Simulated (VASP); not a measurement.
# GaGe3 (Fm-3m) in VASP: notebook

The runs below take GaGe3 through single point, with PBEsol.

Program: VASP 6.6.1. These are calculated values, not measurements. Logs are shortened: lines on timing, memory, paths and dates and some standing lists are left out, and cuts for length are marked.

### Step 1. The cell of the first run

It takes space group Fm-3m (No. 225, cubic). The conventional cell has a = 6.128 Å, b = 6.128 Å, c = 6.128 Å, α = 90.00°, β = 90.00°, γ = 90.00°. Ge (site symmetry m-3m) has 8 Ge at 2.65 Å and 6 Ga at 3.06 Å within 3.5 Å. Within 3.5 Å of Ge (site symmetry -43m) lie 10 Ge at 2.65 to 3.06 Å and 4 Ga at 2.65 Å. Within 3.5 Å of Ga (site symmetry m-3m) lie 14 Ge at 2.65 to 3.06 Å.

### Step 2. Single point, PBEsol

File INCAR:

```
SYSTEM = GaGe3
  PREC = Accurate
  ENCUT = 520
  EDIFF = 1E-6
  ISMEAR = -1
  SIGMA = 0.05
  LREAL = .False.
  LASPH = .True.
  NELM = 80
  ALGO = Normal
  ISIF = 2
  LWAVE = .False.
  LCHARG = .False.
  GGA = PS
  NBANDS = 36
```

File KPOINTS:

```
Automatic mesh
0
Gamma
  7 7 7
  0 0 0
```

File POSCAR:

```
GaGe3
1.0
    0.0000000000      3.0639979617      3.0639979617
    3.0639979617      0.0000000000      3.0639979617
    3.0639979617      3.0639979617      0.0000000000
Ge Ga
3 1
Direct
    0.5000000000      0.5000000000      0.5000000000
    0.7500000000      0.7500000000      0.7500000000
    0.2500000000      0.2500000000      0.2500000000
    0.0000000000      0.0000000000      0.0000000000
```

Potentials or basis: VASP PAW PBE potentials, release 64 (Ge_d, Ga_d).

Command:

```
> cat potpaw_PBE.64/Ge_d/POTCAR potpaw_PBE.64/Ga_d/POTCAR > POTCAR
> mpirun -np 1 vasp_std > vasp.out
```

OUTCAR:

```text
SYSTEM = GaGe3
   PREC = Accurate
   ENCUT = 520
   EDIFF = 1E-6
   ISMEAR = -1
   LREAL = .False.
   LASPH = .True.
   NELM = 80
   ISIF = 2
   GGA = PS

 ion  position               nearest neighbor table
   1  0.500  0.500  0.500-   3 2.65   3 2.65   3 2.65   2 2.65   3 2.65   2 2.65   2 2.65   2 2.65

   2  0.750  0.750  0.750-   1 2.65   1 2.65   1 2.65   1 2.65   4 2.65   4 2.65   4 2.65   4 2.65

   3  0.250  0.250  0.250-   4 2.65   4 2.65   4 2.65   1 2.65   4 2.65   1 2.65   1 2.65   1 2.65

   4  0.000  0.000  0.000-   2 2.65   2 2.65   2 2.65   2 2.65   3 2.65   3 2.65   3 2.65   3 2.65

  LATTYP: Found a face centered cubic cell.
 ALAT       =     6.1279959234

  Lattice vectors:

 A1 = (   0.0000000000,   3.0639979617,   3.0639979617)
 A2 = (   3.0639979617,   0.0000000000,   3.0639979617)
 A3 = (   3.0639979617,   3.0639979617,   0.0000000000)

Analysis of symmetry for initial positions (statically):
=====================================================================
 Subroutine PRICEL returns:
 Original cell was already a primitive cell.

 Routine SETGRP: Setting up the symmetry group for a
 face centered cubic supercell.

 Subroutine GETGRP returns: Found 48 space group operations
 (whereof 48 operations were pure point group operations)
 out of a pool of 48 trial point group operations.

The static configuration has the point symmetry O_h .

Analysis of symmetry for dynamics (positions and initial velocities):
=====================================================================
 Subroutine PRICEL returns:
 Original cell was already a primitive cell.

 Routine SETGRP: Setting up the symmetry group for a
 face centered cubic supercell.

 Subroutine GETGRP returns: Found 48 space group operations
 (whereof 48 operations were pure point group operations)
 out of a pool of 48 trial point group operations.

The dynamic configuration has the point symmetry O_h .

 Subroutine INISYM returns: Found 48 space group operations
 (whereof 48 operations are pure point group operations),
 and found     1 'primitive' translations

----------------------------------------------------------------------------------------

                                     Primitive cell

  volume of cell :      57.5301

  direct lattice vectors                    reciprocal lattice vectors
     0.000000000  3.063997962  3.063997962    -0.163185487  0.163185487  0.163185487
     3.063997962  0.000000000  3.063997962     0.163185487 -0.163185487  0.163185487
     3.063997962  3.063997962  0.000000000     0.163185487  0.163185487 -0.163185487

  length of vectors
     4.333147473  4.333147473  4.333147473     0.282645555  0.282645555  0.282645555

  position of ions in fractional coordinates (direct lattice)
     0.500000000  0.500000000  0.500000000
     0.750000000  0.750000000  0.750000000
     0.250000000  0.250000000  0.250000000
     0.000000000  0.000000000  0.000000000

  ion indices of the primitive-cell ions
   primitive index   ion index
                 1           1
                 2           2
                 3           3
                 4           4

----------------------------------------------------------------------------------------

 KPOINTS: Automatic mesh

Automatic generation of k-mesh.
 Grid dimensions read from file:
 generate k-points for:    7    7    7

 Generating k-lattice:

  Cartesian coordinates                     Fractional coordinates (reciprocal lattice)
    -0.023312212  0.023312212  0.023312212     0.142857143  0.000000000  0.000000000
     0.023312212 -0.023312212  0.023312212     0.000000000  0.142857143  0.000000000
     0.023312212  0.023312212 -0.023312212     0.000000000  0.000000000  0.142857143

  Length of vectors
     0.040377936  0.040377936  0.040377936

  Shift w.r.t. Gamma in fractional coordinates (k-lattice)
     0.000000000  0.000000000  0.000000000

 Subroutine IBZKPT returns following result:
 ===========================================

 Found     20 irreducible k-points:

 Following reciprocal coordinates:
            Coordinates               Weight
  0.000000  0.000000  0.000000      1.000000
  0.142857  0.000000  0.000000      8.000000
  0.285714  0.000000  0.000000      8.000000
  0.428571  0.000000  0.000000      8.000000
  0.142857  0.142857  0.000000      6.000000
  0.285714  0.142857  0.000000     24.000000
[... 12 lines left out ...]
 -0.428571  0.428571  0.142857     24.000000
 -0.285714  0.428571  0.142857     24.000000
   k-points           NKPTS =     20   k-points in BZ     NKDIM =     20   number of bands    NBANDS=     36
   number of dos      NEDOS =    301   number of ions     NIONS =      4
   total plane-waves  NPLWV =  32768
   dimension x,y,z NGX =    32 NGY =   32 NGZ =   32
   dimension x,y,z NGXF=    64 NGYF=   64 NGZF=   64
   ions per type =               3   1
   NGX,Y,Z   is equivalent  to a cutoff of  12.28, 12.28, 12.28 a.u.
   NGXF,Y,Z  is equivalent  to a cutoff of  24.55, 24.55, 24.55 a.u.
 SYSTEM =  GaGe3
   PREC   = accura    normal or accurate (medium, high low for compatibility)
   ISTART =      0    job   : 0-new  1-cont  2-samecut
   ICHARG =      2    charge: 1-file 2-atom 10-const
   ISPIN  =      1    spin polarized calculation?
   LNONCOLLINEAR =      F non collinear calculations
   LSORBIT =      F    spin-orbit coupling
   LASPH  =      T    aspherical Exc in radial PAW
   ENCUT  =  520.0 eV  38.22 Ry    6.18 a.u.   8.06  8.06  8.06*2*pi/ulx,y,z
   NELM   =     80;   NELMIN=  2; NELMDL= -5     # of ELM steps
   EDIFF  = 0.1E-05   stopping-criterion for ELM
   LREAL  =      F    real-space projection
   EDIFFG = 0.1E-04   stopping-criterion for IOM
   NSW    =      0    number of steps for IOM
   IBRION =     -1    ionic relax: 0-MD 1-quasi-New 2-CG
   NFREE  =      0    steps in history (QN), initial steepest desc. (CG)
   ISIF   =      2    stress and relaxation
   ISYM   =      2    0-nonsym 1-usesym 2-fastsym
   POTIM  = 0.5000    time-step for ionic-motion
   TEBEG  =    0.0;   TEEND  =   0.0 temperature during run
   PSTRESS=    0.0 pullay stress
   NELECT =      55.0000    total number of electrons
   NUPDOWN=      -1.0000    fix difference up-down
   EMIN   =  10.00;   EMAX   =-10.00  energy-range for DOS
   EFERMI =   0.00;   METHOD = LEGACY
   ISMEAR =    -1;   SIGMA  =   0.05  broadening in eV -4-tet -1-fermi 0-gaus
   EFERMI_NEDOS =   21; number of points for ismear=-14 and -15
   IALGO  =     38    algorithm
   IMIX   =      4    mixing-type and parameters
     AMIX     =   0.40;   BMIX     =  1.00
     AMIX_MAG =   1.60;   BMIX_MAG =  1.00
  volume/ion in A,a.u.               =      14.38        97.06
  Fermi-wavevector in a.u.,A,eV,Ry     =   1.612738  3.047634 35.387734  2.600925
  Thomas-Fermi vector in A             =   2.707920
   LORBIT       =      0    0 simple, 1 ext, 2 COOP (PROOUT), +10 PAW based schemes
   GGA     = PS    functional components
   LHFCALC =     F    Hartree Fock is set to
   AEXX    =    0.0000 exact exchange contribution
   IVDW    =     0    specifies the selected vdW correction
   LEPSILON=     F    determine dielectric tensor
   LRPA    =     F    only Hartree local field effects (RPA)
 non-spin polarized calculation
  energy-cutoff  :      520.00
  volume of cell :       57.53
 maximum number of plane-waves:      1564
   NGX = 17   NGY = 17   NGZ = 17

 number of electron      54.9999966 magnetization

 Free energy of the ion-electron system (eV)
  ---------------------------------------------------
  ext. energy  EPLUGINS =         0.00000000
  ---------------------------------------------------
  free energy    TOTEN  =       -16.19083248 eV

  energy without entropy =      -16.16761602  energy(sigma->0) =      -16.17922425

 E-fermi :   9.2854     XC(G=0): -12.8048

 val. band max:        9.2690003108   @ k =   0.2857   0.1429   0.0000
 cond. band min:       9.3018768292   @ k =  -0.4286   0.4286   0.1429
 fundamental gap:      0.0328765184
 Fermi energy:         9.2854488890

 k-point     1 :       0.0000    0.0000    0.0000
  band No.  band energies     occupation
      1     -15.3444      2.00000
      2     -15.3444      2.00000
      3     -15.3205      2.00000
      4     -15.3205      2.00000
      5     -15.3205      2.00000
      6     -15.2629      2.00000
[... 28 lines left out ...]
     35      14.1170      0.00000
     36      22.8634      0.00000

 k-point     2 :       0.1429    0.0000    0.0000
  band No.  band energies     occupation
      1     -15.3359      2.00000
      2     -15.3359      2.00000
      3     -15.3307      2.00000
      4     -15.3283      2.00000
      5     -15.3283      2.00000
      6     -15.2551      2.00000
[... 28 lines left out ...]
     35      15.2937      0.00000
     36      20.7030      0.00000

 k-point     3 :       0.2857    0.0000    0.0000
  band No.  band energies     occupation
      1     -15.3442      2.00000
      2     -15.3442      2.00000
      3     -15.3356      2.00000
      4     -15.3106      2.00000
      5     -15.3106      2.00000
      6     -15.2411      2.00000
[... 28 lines left out ...]
     35      17.8554      0.00000
     36      17.8554      0.00000

 k-point     4 :       0.4286    0.0000    0.0000
  band No.  band energies     occupation
      1     -15.3539      2.00000
      2     -15.3539      2.00000
      3     -15.3261      2.00000
      4     -15.2823      2.00000
      5     -15.2823      2.00000
      6     -15.2315      2.00000
[... 28 lines left out ...]
     35      17.7435      0.00000
     36      19.2238      0.00000

 k-point     5 :       0.1429    0.1429    0.0000
  band No.  band energies     occupation
      1     -15.3377      2.00000
      2     -15.3377      2.00000
      3     -15.3350      2.00000
      4     -15.3316      2.00000
      5     -15.3151      2.00000
      6     -15.2651      2.00000
[... 499 lines left out ...]
 k-point    18 :      -0.4286    0.2857    0.1429
  band No.  band energies     occupation
      1     -15.3562      2.00000
      2     -15.3506      2.00000
      3     -15.3305      2.00000
      4     -15.2917      2.00000
      5     -15.2789      2.00000
      6     -15.2421      2.00000
[... 28 lines left out ...]
     35      18.4975      0.00000
     36      19.1215      0.00000

 k-point    19 :      -0.4286    0.4286    0.1429
  band No.  band energies     occupation
      1     -15.3588      2.00000
      2     -15.3564      2.00000
      3     -15.3220      2.00000
      4     -15.3078      2.00000
      5     -15.2708      2.00000
      6     -15.2457      2.00000
[... 28 lines left out ...]
     35      17.8106      0.00000
     36      18.0873      0.00000

 k-point    20 :      -0.2857    0.4286    0.1429
  band No.  band energies     occupation
      1     -15.3576      2.00000
      2     -15.3438      2.00000
      3     -15.3385      2.00000
      4     -15.2963      2.00000
      5     -15.2701      2.00000
      6     -15.2448      2.00000
[... 28 lines left out ...]
     35      17.8841      0.00000
     36      18.3238      0.00000

------------------------ aborting loop because EDIFF is reached ----------------------------------------

  FORCE on cell =-STRESS in cart. coord.  units (eV):
  Direction    XX          YY          ZZ          XY          YZ          ZX
  --------------------------------------------------------------------------------------
  -------------------------------------------------------------------------------------
  Total       10.7958090     10.7958090     10.7958090      0.0000000      0.0000000      0.0000000
  in kB      300.6563390    300.6563390    300.6563390      0.0000000      0.0000000      0.0000000
  external PRESSURE =     300.6563390 kB  Pullay stress =       0.0000000 kB

 VOLUME and BASIS-vectors are now :
 -----------------------------------------------------------------------------
  energy-cutoff  :      520.00
  volume of cell :       57.53
      direct lattice vectors                 reciprocal lattice vectors
     0.000000000  3.063997962  3.063997962    -0.163185487  0.163185487  0.163185487
     3.063997962  0.000000000  3.063997962     0.163185487 -0.163185487  0.163185487
     3.063997962  3.063997962  0.000000000     0.163185487  0.163185487 -0.163185487

 POSITION                                       TOTAL-FORCE (eV/Angst)
 -----------------------------------------------------------------------------------
      3.06400      3.06400      3.06400        -0.000000     -0.000000     -0.000000
      4.59600      4.59600      4.59600         0.000000      0.000000     -0.000000
      1.53200      1.53200      1.53200        -0.000000     -0.000000      0.000000
      0.00000      0.00000      0.00000        -0.000000     -0.000000     -0.000000
 -----------------------------------------------------------------------------------
    total drift:                                0.000000     -0.000000      0.000000

  FREE ENERGIE OF THE ION-ELECTRON SYSTEM (eV)
  ---------------------------------------------------
  free  energy   TOTEN  =       -16.1908324846 eV

  energy  without entropy=      -16.1676160205  energy(sigma->0) =      -16.17922425
```

Wall time 33 s (1 thread of Intel Xeon Platinum 8375C at 2.90GHz (Ice Lake), shared host); peak memory 0.19 GiB.

Results:

```
Free energy            : -16.1908 eV
Pressure               : 30.1 GPa
Band gap on the k mesh : zero (an odd number of electrons rules out a gap without spin polarisation)
```

Caveat: the cell stands under pressure; the PAW data sets were made with another functional, which shifts forces and pressure a little.

### Step 3. Single point, PBEsol

This run uses another cell than the first one, of 15.25 Å³/atom.

File INCAR:

```
ALGO = Normal
EDIFF = 1E-7
ENCUT = 520
GGA = PS
ISIF = 2
ISMEAR = -1
LASPH = True
LCHARG = False
LREAL = False
LWAVE = False
NBANDS = 36
NELM = 60
PREC = Accurate
SIGMA = 0.05
```

File KPOINTS:

```
k-points
0
Gamma
  7 7 7
```

File POSCAR:

```
GaGe3
1.0
    0.0000000000      3.1245944642      3.1245944642
    3.1245944642      0.0000000000      3.1245944642
    3.1245944642      3.1245944642      0.0000000000
Ge Ga
3 1
Direct
    0.5000000000      0.5000000000      0.5000000000
    0.7500000000      0.7500000000      0.7500000000
    0.2500000000      0.2500000000      0.2500000000
    0.0000000000      0.0000000000      0.0000000000
```

Potentials or basis: VASP PAW PBE potentials, release 64 (Ge_d, Ga_d).

Command:

```
> cat potpaw_PBE.64/Ge_d/POTCAR potpaw_PBE.64/Ga_d/POTCAR > POTCAR
> mpirun -np 1 vasp_std > vasp.out
```

OUTCAR:

```text
EDIFF = 1E-7
   ENCUT = 520
   GGA = PS
   ISIF = 2
   ISMEAR = -1
   LASPH = True
   LREAL = False
   NELM = 60
   PREC = Accurate

 ion  position               nearest neighbor table
   1  0.500  0.500  0.500-   2 2.71   3 2.71   3 2.71   3 2.71   3 2.71   2 2.71   2 2.71   2 2.71

   2  0.750  0.750  0.750-   1 2.71   4 2.71   1 2.71   1 2.71   1 2.71   4 2.71   4 2.71   4 2.71

   3  0.250  0.250  0.250-   1 2.71   4 2.71   4 2.71   4 2.71   4 2.71   1 2.71   1 2.71   1 2.71

   4  0.000  0.000  0.000-   2 2.71   3 2.71   2 2.71   2 2.71   2 2.71   3 2.71   3 2.71   3 2.71

  LATTYP: Found a face centered cubic cell.
 ALAT       =     6.2491889284

  Lattice vectors:

 A1 = (   0.0000000000,   3.1245944642,   3.1245944642)
 A2 = (   3.1245944642,   0.0000000000,   3.1245944642)
 A3 = (   3.1245944642,   3.1245944642,   0.0000000000)

Analysis of symmetry for initial positions (statically):
=====================================================================
 Subroutine PRICEL returns:
 Original cell was already a primitive cell.

[... 166 lines left out ...]
  energy without entropy =      -16.71436870  energy(sigma->0) =      -16.72407020

 E-fermi :   8.5424     XC(G=0): -12.4800

 val. band max:        8.5199804143   @ k =   0.1429   0.0000   0.0000
 cond. band min:       8.5774450235   @ k =   0.2857   0.1429   0.0000
 fundamental gap:      0.0574646093
 Fermi energy:         8.5424275866

 k-point     1 :       0.0000    0.0000    0.0000
  band No.  band energies     occupation
      1     -16.0294      2.00000
      2     -16.0294      2.00000
      3     -16.0097      2.00000
      4     -16.0097      2.00000
      5     -16.0097      2.00000
      6     -15.9651      2.00000
[... 769 lines left out ...]
     35      16.7652      0.00000
     36      17.1719      0.00000

------------------------ aborting loop because EDIFF is reached ----------------------------------------

  FORCE on cell =-STRESS in cart. coord.  units (eV):
  Direction    XX          YY          ZZ          XY          YZ          ZX
  --------------------------------------------------------------------------------------
  -------------------------------------------------------------------------------------
  Total        7.6444958      7.6444958      7.6444958     -0.0000000      0.0000000      0.0000000
  in kB      200.7467182    200.7467182    200.7467182     -0.0000000      0.0000000      0.0000000
  external PRESSURE =     200.7467182 kB  Pullay stress =       0.0000000 kB

 VOLUME and BASIS-vectors are now :
 -----------------------------------------------------------------------------
  energy-cutoff  :      520.00
  volume of cell :       61.01
      direct lattice vectors                 reciprocal lattice vectors
     0.000000000  3.124594464  3.124594464    -0.160020766  0.160020766  0.160020766
     3.124594464  0.000000000  3.124594464     0.160020766 -0.160020766  0.160020766
     3.124594464  3.124594464  0.000000000     0.160020766  0.160020766 -0.160020766

 POSITION                                       TOTAL-FORCE (eV/Angst)
 -----------------------------------------------------------------------------------
      3.12459      3.12459      3.12459        -0.000000     -0.000000     -0.000000
      4.68689      4.68689      4.68689         0.000000      0.000000      0.000000
      1.56230      1.56230      1.56230         0.000000     -0.000000     -0.000000
      0.00000      0.00000      0.00000        -0.000000     -0.000000     -0.000000
 -----------------------------------------------------------------------------------
    total drift:                                0.000000      0.000000      0.000000

  FREE ENERGIE OF THE ION-ELECTRON SYSTEM (eV)
  ---------------------------------------------------
  free  energy   TOTEN  =       -16.7337716971 eV

  energy  without entropy=      -16.7143686960  energy(sigma->0) =      -16.72407020
```

OSZICAR:

```text
N       E                     dE             d eps       ncg     rms          rms(c)
DAV:   1     0.425938058218E+03    0.42594E+03   -0.25902E+04  1756   0.427E+03
DAV:   2     0.610596839754E+02   -0.36488E+03   -0.35425E+03  1440   0.746E+02
DAV:   3    -0.130570365494E+02   -0.74117E+02   -0.73056E+02  1548   0.204E+02
DAV:   4    -0.168220897965E+02   -0.37651E+01   -0.37377E+01  1704   0.535E+01
DAV:   5    -0.168939144149E+02   -0.71825E-01   -0.71796E-01  1636   0.824E+00    0.318E+00
DAV:   6    -0.167753845951E+02    0.11853E+00   -0.17687E-01  1784   0.628E+00    0.166E+00
DAV:   7    -0.167365148762E+02    0.38870E-01   -0.51811E-02  1944   0.258E+00    0.283E-01
DAV:   8    -0.167338789211E+02    0.26360E-02   -0.64884E-03  1616   0.136E+00    0.748E-02
DAV:   9    -0.167337472309E+02    0.13169E-03   -0.72177E-04  1928   0.886E-01    0.444E-02
DAV:  10    -0.167337768205E+02   -0.29590E-04   -0.22122E-04  1652   0.217E-01    0.195E-02
DAV:  11    -0.167337733816E+02    0.34389E-05   -0.64128E-05  1984   0.125E-01    0.551E-03
DAV:  12    -0.167337720092E+02    0.13724E-05   -0.28372E-05  2088   0.857E-02    0.505E-03
DAV:  13    -0.167337716806E+02    0.32853E-06   -0.13237E-06  1876   0.640E-02    0.305E-03
DAV:  14    -0.167337716971E+02   -0.16416E-07   -0.81005E-07  1476   0.162E-02
   1 F= -.16733772E+02 E0= -.16724070E+02  d E =-.194030E-01
```

Run time: 51 s. Hardware: 1 thread of Intel Xeon Platinum 8375C at 2.90GHz (Ice Lake), shared host; peak memory 0.21 GiB.

What came out:

```yaml
Free_energy: -16.7338 eV
Pressure: 20.1 GPa
Band_gap_on_the_k_mesh: zero (an odd number of electrons rules out a gap without spin polarisation)
```

Caveat: the cell stands under pressure; the PAW data sets were made with another functional, which shifts forces and pressure a little.

(Continued in part 2 of 2.)
